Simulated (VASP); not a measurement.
# Ge in VASP: a series of runs, part 2 of 2

VASP 6.6.1. Earlier steps stand in the parts before.

### Step 4. Single point, PBE+D3(BJ) (layers slid over each other)

File INCAR:

```
ALGO     = Normal         # electronic algorithm
DIPOL    = 0.5 0.5 0.387
EDIFF    = 1E-6           # SCF threshold, eV
ENCUT    = 520            # plane-wave cutoff, eV
GGA      = PE             # functional
IDIPOL   = 3            
ISIF     = 2              # what is computed and relaxed
ISMEAR   = 0              # smearing method
IVDW     = 12             # dispersion correction
LASPH    = True           # aspherical terms in the spheres
LCHARG   = False          # write CHGCAR
LDIPOL   = True         
LREAL    = False          # projectors in reciprocal space
LWAVE    = False          # write WAVECAR
NBANDS   = 36             # bands
NELM     = 100            # most SCF steps
PREC     = Accurate       # precision mode
SIGMA    = 0.1            # smearing width, eV
```

File KPOINTS:

```
k-points
0
Gamma
  9 9 1
```

File POSCAR:

```
Ge
1.0
    4.0226895355      0.0000000000      0.0000000000
   -2.0113447678      3.4837513293      0.0000000000
    0.0000000000      0.0000000000     18.8685220287
Ge
4
Direct
    0.3333333333      0.6666666667      0.2747571329
    0.6666666667      0.3333333333      0.2384924475
    0.3333333333      1.6666666667      0.5362646853
    0.6666666667      1.3333333333      0.5000000000
```

Potentials or basis: VASP PAW PBE potentials, release 64 (Ge_d).

Started as:

```
$ cat potpaw_PBE.64/Ge_d/POTCAR > POTCAR
$ mpirun -np 1 vasp_std > vasp.out
```

OUTCAR:

```text
EDIFF = 1E-6
   ENCUT = 520
   GGA = PE
   ISIF = 2
   ISMEAR = 0
   IVDW = 12
   LASPH = True
   LREAL = False
   NELM = 100
   PREC = Accurate
 IVDW          = 12

 ion  position               nearest neighbor table
   1  0.333  0.667  0.275-   2 2.42   2 2.42   2 2.42
   2  0.667  0.333  0.238-   1 2.42   1 2.42   1 2.42
   3  0.333  0.667  0.536-   4 2.42   4 2.42   4 2.42
   4  0.667  0.333  0.500-   3 2.42   3 2.42   3 2.42

  LATTYP: Found a hexagonal cell.
 ALAT       =     4.0226895355
 C/A-ratio  =     4.6905240542

  Lattice vectors:

 A1 = (   4.0226895355,   0.0000000000,   0.0000000000)
 A2 = (  -2.0113447678,   3.4837513293,   0.0000000000)
 A3 = (   0.0000000000,   0.0000000000,  18.8685220287)

Analysis of symmetry for initial positions (statically):
=====================================================================
 Subroutine PRICEL returns:
 Original cell was already a primitive cell.

 Routine SETGRP: Setting up the symmetry group for a
 hexagonal supercell.

 Subroutine GETGRP returns: Found 12 space group operations
[... 167 lines left out ...]
 fundamental gap:      0.4384171893
 Fermi energy:        -1.3453235714

 k-point     1 :       0.0000    0.0000    0.0000
  band No.  band energies     occupation
      1     -25.8480      2.00000
      2     -25.8480      2.00000
      3     -25.8480      2.00000
      4     -25.8480      2.00000
      5     -25.7977      2.00000
      6     -25.7977      2.00000
[... 457 lines left out ...]
     35       5.0399      0.00000
     36       5.0399      0.00000

------------------------ aborting loop because EDIFF is reached ----------------------------------------

 vacuum level on the upper side and lower side of the slab       (xc-potential included)        -0.160        -0.160

 Edisp (eV)   -0.76079

 E8    (eV) :    -0.3481

  FORCE on cell =-STRESS in cart. coord.  units (eV):
  Direction    XX          YY          ZZ          XY          YZ          ZX
  --------------------------------------------------------------------------------------
  -------------------------------------------------------------------------------------
  Total      -0.19742    -0.19742    -0.53161     0.00000     0.00000    -0.00000
  in kB      -1.19620    -1.19620    -3.22106     0.00000     0.00000    -0.00000
  external pressure =       -1.87 kB  Pullay stress =        0.00 kB

 VOLUME and BASIS-vectors are now :
 -----------------------------------------------------------------------------
  energy-cutoff  :      520.00
  volume of cell :      264.42
      direct lattice vectors                 reciprocal lattice vectors
     4.022689535  0.000000000  0.000000000     0.248589903  0.143523447  0.000000000
    -2.011344768  3.483751329  0.000000000     0.000000000  0.287046894  0.000000000
     0.000000000  0.000000000 18.868522029     0.000000000  0.000000000  0.052998322

 POSITION                                       TOTAL-FORCE (eV/Angst)
 -----------------------------------------------------------------------------------
     -0.00000      2.32250      5.18426         0.000000      0.000000      0.094997
      2.01134      1.16125      4.50000        -0.000000     -0.000000      0.014482
     -0.00000      2.32250     10.11852         0.000000      0.000000     -0.014482
      2.01134      1.16125      9.43426        -0.000000     -0.000000     -0.094997
 -----------------------------------------------------------------------------------
    total drift:                               -0.000000     -0.000000     -0.000033

  FREE ENERGIE OF THE ION-ELECTRON SYSTEM (eV)
  ---------------------------------------------------
  free  energy   TOTEN  =       -16.9286944793 eV

  energy  without entropy=      -16.9286488622  energy(sigma->0) =      -16.92867167

 vacuum level on the upper side and lower side of the slab         3.016         3.017
```

OSZICAR:

```text
N       E                     dE             d eps       ncg     rms          rms(c)
DAV:   1     0.490516626504E+03    0.49052E+03   -0.29736E+04  1004   0.268E+03
DAV:   2     0.626856216208E+02   -0.42783E+03   -0.41910E+03   984   0.677E+02
DAV:   3    -0.125724518989E+02   -0.75258E+02   -0.74793E+02  1196   0.190E+02
DAV:   4    -0.163006214112E+02   -0.37282E+01   -0.37226E+01   992   0.516E+01
[... 11 lines left out ...]
DAV:  16    -0.161678537660E+02   -0.13730E-03   -0.99793E-06   720   0.262E-01    0.222E-03
DAV:  17    -0.161678837460E+02   -0.29980E-04   -0.25041E-06   740   0.345E-02    0.202E-03
DAV:  18    -0.161678963829E+02   -0.12637E-04   -0.16331E-06   684   0.583E-02    0.845E-04
DAV:  19    -0.161679016809E+02   -0.52980E-05   -0.86389E-07   660   0.937E-03    0.249E-04
DAV:  20    -0.161679025604E+02   -0.87947E-06   -0.31369E-07   656   0.522E-03
   1 F= -.16928694E+02 E0= -.16928672E+02  d E =-.456171E-04
```

It took 83 s on 1 thread of Intel Xeon 6975P-C (Granite Rapids), shared host; peak memory 0.38 GiB.

Results:

| Item | Value |
| --- | --- |
| Free energy | -16.9287 eV |
| Largest force | 0.095 eV/Å |
| Band gap on the k mesh | 0.44 eV |
| Dispersion energy per atom | -0.190 eV |

Forces on the atoms (eV/Å):
```
Ge   0.000  0.000  0.095
Ge   0.000  0.000  0.014
Ge   0.000  0.000 -0.014
Ge   0.000  0.000 -0.095
```

Levels at points of the mesh, in eV from the valence-band top:
| k point | band 25 | band 26 | band 27 | band 28 | band 29 | band 30 | band 31 | band 32 |
| --- | --- | --- | --- | --- | --- | --- | --- | --- |
| (0.00, 0.00, 0.00) | -0.24 | -0.24 | -0.21 | -0.21 | 0.74 | 0.85 | 2.23 | 3.35 |

Caveat: the cell differs from its parent crystal (layers slid over each other).

### Step 5. The runs side by side

```tsv
cell	gap on the mesh (eV)	largest force (eV/Å)
as given, atomic positions A	none	0.17
as given, atomic positions B	none	0.10
as given, atomic positions C	0.44	0.09
```

Alike in all rows: task single point; level PBE+D3(BJ); potentials or basis VASP PAW PBE potentials, release 64 (Ge_d); no spin polarisation; k mesh 9 × 9 × 1; cutoff (eV) 520; smearing gaussian 0.1 eV.

Total energies depend on the potentials used, so only differences within one code and one set of settings carry meaning.

The gap in the log of VASP goes by the Fermi energy; the results here count the filled bands.